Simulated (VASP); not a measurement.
# CoO (I4/mmm) in VASP: single point with PBE+U

Aim: the single point of CoO with PBE+U.

Everything below comes from runs of VASP 6.6.1. Logs are shortened: lines on timing, memory, paths and dates and some standing lists are left out, and cuts for length are marked.

**1. The cell of the first run**

The structure is tetragonal, space group I4/mmm (No. 139). The conventional cell has a = 2.998 Å, b = 2.998 Å, c = 4.531 Å, α = 90.00°, β = 90.00°, γ = 90.00°. Co (site symmetry 4/mmm) has 6 O at 2.12 to 2.27 Å within 2.8 Å. O (site symmetry 4/mmm) has 6 Co at 2.12 to 2.27 Å within 2.8 Å.

**2. Single point, PBE+U, collinear spin, ferromagnetic start**

INCAR

```
SYSTEM = CoO
ALGO = Normal
EDIFF = 1E-6
ENCUT = 520
GGA = PE
ISIF = 2
ISMEAR = 0
ISPIN = 2
LASPH = .True.
LCHARG = .False.
LDAU = .True.
LDAUJ = 0 0
LDAUL = 2 -1
LDAUPRINT = 1
LDAUTYPE = 2
LDAUU = 3.32 0
LMAXMIX = 4
LORBIT = 11
LREAL = .False.
LWAVE = .False.
MAGMOM = 2.85 0.3
NBANDS = 18
NELM = 150
PREC = Accurate
SIGMA = 0.1
```

KPOINTS

```
k-points
0
Gamma
  20 20 20
  0 0 0
```

POSCAR

```
CoO
1.0
   -1.4988479147      1.4988479147      2.2653714468
    1.4988479147     -1.4988479147      2.2653714468
    1.4988479147      1.4988479147     -2.2653714468
Co O
1 1
Direct
    0.0000000000      0.0000000000      0.0000000000
    0.5000000000      0.5000000000      0.0000000000
```

Potentials or basis: VASP PAW PBE potentials, release 64 (Co, O).

Started as:

```
$ cat potpaw_PBE.64/Co/POTCAR potpaw_PBE.64/O/POTCAR > POTCAR
$ mpirun -np 1 vasp_std > vasp.out
```

OUTCAR:

```text
SYSTEM = CoO
   EDIFF = 1E-6
   ENCUT = 520
   GGA = PE
   ISIF = 2
   ISMEAR = 0
   ISPIN = 2
   LASPH = .True.
   LORBIT = 11
   LREAL = .False.
   NELM = 150
   PREC = Accurate

 ion  position               nearest neighbor table
   1  0.000  0.000  0.000-   2 2.12   2 2.12   2 2.12   2 2.12   2 2.27   2 2.27
   2  0.500  0.500  0.000-   1 2.12   1 2.12   1 2.12   1 2.12   1 2.27   1 2.27

  LATTYP: Found a body centered tetragonal cell.
 ALAT       =     2.9976958294
 C/A-ratio  =     1.5114084789

  Lattice vectors:

 A1 = (  -1.4988479147,   1.4988479147,   2.2653714468)
 A2 = (   1.4988479147,  -1.4988479147,   2.2653714468)
 A3 = (   1.4988479147,   1.4988479147,  -2.2653714468)

Analysis of symmetry for initial positions (statically):
=====================================================================
 Subroutine PRICEL returns:
 Original cell was already a primitive cell.

 Routine SETGRP: Setting up the symmetry group for a
 body centered tetragonal supercell.

 Subroutine GETGRP returns: Found 16 space group operations
 (whereof 16 operations were pure point group operations)
 out of a pool of 16 trial point group operations.

The static configuration has the point symmetry D_4h.

Analysis of symmetry for dynamics (positions and initial velocities):
=====================================================================
 Subroutine PRICEL returns:
 Original cell was already a primitive cell.

 Routine SETGRP: Setting up the symmetry group for a
 body centered tetragonal supercell.

 Subroutine GETGRP returns: Found 16 space group operations
 (whereof 16 operations were pure point group operations)
 out of a pool of 16 trial point group operations.

The dynamic configuration has the point symmetry D_4h.

Analysis of structural, dynamic, and magnetic symmetry:
[... 165 lines left out ...]
spin component  2

  0.1640  0.0000  0.0000 -0.0000 -0.0000
  0.0000  0.9591 -0.0000  0.0000  0.0000
  0.0000 -0.0000  0.0937  0.0000  0.0000
 -0.0000  0.0000  0.0000  0.9591  0.0000
 -0.0000  0.0000  0.0000  0.0000  0.0422

 occupancies and eigenvectors

  o =  0.0422  v =  0.0000  0.0000  0.0000  0.0000  0.0000  0.0000  0.0000  0.0000 -0.0000 -1.0000      0.0000  0.0000  0.0000  0.0000  0.0000  0.0000  0.0000  0.0000  0.0000  0.0000
  o =  0.0937  v =  0.0000  0.0000  0.0000  0.0000  0.0000  0.0000  0.0000  1.0000 -0.0000  0.0000      0.0000  0.0000  0.0000  0.0000  0.0000  0.0000  0.0000  0.0000  0.0000  0.0000
  o =  0.1640  v =  0.0000  0.0000  0.0000  0.0000  0.0000  1.0000  0.0000  0.0000  0.0000  0.0000      0.0000  0.0000  0.0000  0.0000  0.0000  0.0000  0.0000  0.0000  0.0000  0.0000
  o =  0.9591  v =  0.0000  0.0000  0.0000  0.0000  0.0000  0.0000  0.6723 -0.0000 -0.7403  0.0000      0.0000  0.0000  0.0000  0.0000  0.0000  0.0000  0.0000  0.0000  0.0000  0.0000
  o =  0.9591  v =  0.0000  0.0000  0.0000  0.0000  0.0000  0.0000 -0.7403  0.0000 -0.6723  0.0000      0.0000  0.0000  0.0000  0.0000  0.0000  0.0000  0.0000  0.0000  0.0000  0.0000
  o =  0.9651  v =  0.0000  0.3149  0.0000 -0.9491  0.0000  0.0000  0.0000  0.0000  0.0000  0.0000      0.0000  0.0000  0.0000  0.0000  0.0000  0.0000  0.0000  0.0000  0.0000  0.0000
  o =  0.9651  v =  0.0000  0.9491  0.0000  0.3149 -0.0000  0.0000  0.0000  0.0000  0.0000  0.0000      0.0000  0.0000  0.0000  0.0000  0.0000  0.0000  0.0000  0.0000  0.0000  0.0000
  o =  0.9717  v =  0.0000 -0.0000 -0.0000 -0.0000 -1.0000  0.0000  0.0000  0.0000  0.0000  0.0000      0.0000  0.0000  0.0000  0.0000  0.0000  0.0000  0.0000  0.0000  0.0000  0.0000
  o =  0.9985  v =  0.0000 -0.0000  1.0000 -0.0000 -0.0000  0.0000  0.0000  0.0000  0.0000  0.0000      0.0000  0.0000  0.0000  0.0000  0.0000  0.0000  0.0000  0.0000  0.0000  0.0000
  o =  1.0146  v =  1.0000  0.0000  0.0000  0.0000  0.0000  0.0000  0.0000  0.0000  0.0000  0.0000      0.0000  0.0000  0.0000  0.0000  0.0000  0.0000  0.0000  0.0000  0.0000  0.0000

 number of electron      15.0000002 magnetization       2.9994000

 Free energy of the ion-electron system (eV)
  ---------------------------------------------------
  ext. energy  EPLUGINS =         0.00000000
  ---------------------------------------------------
  free energy    TOTEN  =       -11.93383132 eV

  energy without entropy =      -11.93375893  energy(sigma->0) =      -11.93379513

 E-fermi :   6.6965     XC(G=0): -12.0490

 val. band max:        6.5908903946   @ k =   0.5000   0.0000   0.0000
 cond. band min:       6.7123821299   @ k =   0.5000   0.5000   0.5000
 fundamental gap:      0.1214917353
 Fermi energy:         6.6964811601

 spin component 1

 k-point     1 :       0.0000    0.0000    0.0000
  band No.  band energies     occupation
      1     -12.3313      1.00000
      2       1.3487      1.00000
      3       1.7852      1.00000
      4       2.5181      1.00000
      5       3.2815      1.00000
      6       3.2815      1.00000
[... 1001 lines left out ...]
     17      33.7206      0.00000
     18      36.6022      0.00000

 [... further k-points ...]
[... 5 lines left out ...]
  --------------------------------------------------------------------------------------
  -------------------------------------------------------------------------------------
  Total       -0.4679009     -0.4679009     -0.3406278      0.0000000     -0.0000000      0.0000000
  in kB      -36.8256032    -36.8256032    -26.8087265      0.0000000     -0.0000000      0.0000000
  external PRESSURE =     -33.4866443 kB  Pullay stress =       0.0000000 kB

 VOLUME and BASIS-vectors are now :
 -----------------------------------------------------------------------------
  energy-cutoff  :      520.00
  volume of cell :       20.36
      direct lattice vectors                 reciprocal lattice vectors
    -1.498847915  1.498847915  2.265371447     0.000000000  0.333589549  0.220714356
     1.498847915 -1.498847915  2.265371447     0.333589549  0.000000000  0.220714356
     1.498847915  1.498847915 -2.265371447     0.333589549  0.333589549  0.000000000

 POSITION                                       TOTAL-FORCE (eV/Angst)
 -----------------------------------------------------------------------------------
      0.00000      0.00000      0.00000        -0.000000      0.000000      0.000000
      0.00000      0.00000      2.26537         0.000000     -0.000000      0.000000
 -----------------------------------------------------------------------------------
    total drift:                               -0.000000      0.000000     -0.000000

  FREE ENERGIE OF THE ION-ELECTRON SYSTEM (eV)
  ---------------------------------------------------
  free  energy   TOTEN  =       -11.9338313249 eV

  energy  without entropy=      -11.9337589252  energy(sigma->0) =      -11.93379513

 total charge

# of ion       s       p       d       tot
------------------------------------------
    1        0.291   0.339   7.110   7.740
    2        1.551   3.439   0.000   4.990
--------------------------------------------------
tot          1.842   3.778   7.110  12.730

 magnetization (x)

# of ion       s       p       d       tot
------------------------------------------
    1        0.023   0.018   2.695   2.735
    2        0.021   0.192   0.000   0.213
--------------------------------------------------
tot          0.044   0.209   2.695   2.949
```

OSZICAR:

```text
N       E                     dE             d eps       ncg     rms          rms(c)
DAV:   1     0.825921414670E+02    0.82592E+02   -0.68024E+03 47656   0.958E+02
DAV:   2    -0.792085773075E+01   -0.90513E+02   -0.77634E+02 48606   0.221E+02
DAV:   3    -0.133028480474E+02   -0.53820E+01   -0.52837E+01 53642   0.583E+01
DAV:   4    -0.133580452195E+02   -0.55197E-01   -0.55157E-01 55740   0.565E+00
[... 10 lines left out ...]
DAV:  15    -0.119338272511E+02   -0.67878E-05   -0.52713E-05 59456   0.922E-02    0.210E-02
DAV:  16    -0.119338308520E+02   -0.36009E-05   -0.83346E-06 51106   0.408E-02    0.919E-03
DAV:  17    -0.119338286428E+02    0.22092E-05   -0.27602E-06 54436   0.376E-02    0.632E-03
DAV:  18    -0.119338309813E+02   -0.23385E-05   -0.12110E-06 38222   0.117E-02    0.268E-03
DAV:  19    -0.119338313249E+02   -0.34359E-06   -0.13041E-07 26604   0.480E-03
   1 F= -.11933831E+02 E0= -.11933795E+02  d E =-.723997E-04  mag=     2.9994
```

stdout:

```text
POSCAR found type information on POSCAR CoO
 POSCAR found :  2 types and       2 ions
 scaLAPACK will be used
 LDA part: xc-table for (Slater+PW92), standard interpolation
 POSCAR, INCAR and KPOINTS ok, starting setup
 FFT: planning ... GRIDC
 FFT: planning ... GRID_SOFT
 FFT: planning ... GRID
 WAVECAR not read
 entering main loop
```

Run time: 7.4 min. Hardware: 1 thread of Intel Xeon 8259CL, shared host; peak memory 0.45 GiB.

What came out:

```yaml
Free_energy: -11.9338 eV
Pressure: -3.3 GPa
Band_gap_on_the_k_mesh: 0.12 eV (least direct gap 1.04 eV)
Net_moment: 3.00 μB per cell
Site_moments: Co +2.73; O +0.21 μB
Valence_electrons_inside_the_program's_atomic_spheres: Co 7.74; O 4.99
```

Levels at points of the mesh, in eV from the valence-band top:
Spin up:
```
           k point  band 5  band 6  band 7  band 8  band 9  band 10  band 11  band 12  band 13  band 14
(0.00, 0.00, 0.00)   -3.31   -3.31   -2.18   -2.18   -1.76     1.47    16.83    17.34    17.86    17.86
(0.50, 0.00, 0.00)   -4.08   -2.84   -2.25   -0.05    0.00     5.60     9.61    13.04    14.40    19.79
(0.50, 0.50, 0.00)   -4.08   -3.64   -3.58   -2.88   -2.59     6.19    10.49    11.31    15.30    15.91
(0.50, 0.50, 0.50)   -3.27   -3.14   -3.14   -2.53   -2.53     6.04     9.85    11.42    16.41    16.41
```
Spin down:
```tsv
k point	band 3	band 4	band 5	band 6	band 7	band 8	band 9	band 10
(0.00, 0.00, 0.00)	-1.83	-1.74	-1.74	-1.42	1.11	1.35	1.75	2.97
(0.50, 0.00, 0.00)	-3.56	-3.26	-1.06	-0.52	2.35	3.85	4.55	5.96
(0.50, 0.50, 0.00)	-3.16	-2.77	-2.56	-0.99	2.09	2.59	3.19	7.20
(0.50, 0.50, 0.50)	-2.72	-2.72	-0.92	-0.92	0.12	1.67	3.48	7.16
```

Eigenvalues of the final occupation matrices:
| site | spin | trace | eigenvalues |
| --- | --- | --- | --- |
| site 1 d | 1 | 4.92 | 0.97 0.97 0.97 1.00 1.01 |
| site 1 d | 2 | 2.22 | 0.04 0.09 0.16 0.96 0.96 |

Caveat: the cell stands under tension; semilocal functionals underestimate gaps, and a narrow one can read as zero; a cell with one magnetic atom can't hold antiferromagnetic order, which such compounds often take.
